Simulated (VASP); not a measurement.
Crystal: Co.

```
Co
1.0
     2.45375    0.00000    0.00000
    -1.22687    2.12501    0.00000
     0.00000    0.00000    4.00837
Co
2
Direct
  0.33333 0.66667 0.74014
  0.66667 0.33333 0.25986
```

Program: VASP 6.6.1. Alike in all runs: task single point; spin collinear, ferromagnetic start; cell as given; k mesh 12 × 12 × 7; cutoff (eV) 520; smearing fermi-dirac 0.05 eV.

Problem. Order these runs on this cell by their pressure, lowest first.
A. level r2SCAN; potentials or basis VASP PAW PBE potentials, release 64 (Co)
B. level PBEsol; potentials or basis VASP PAW PBE potentials, release 64 (Co)
C. level LDA; potentials or basis VASP PAW LDA potentials, release 64 (Co)

Solution. C (-10.8 GPa), B (-1.7 GPa), A (5.9 GPa).

Caveats: the PAW data sets were made with another functional, which shifts forces and pressure a little (some runs).
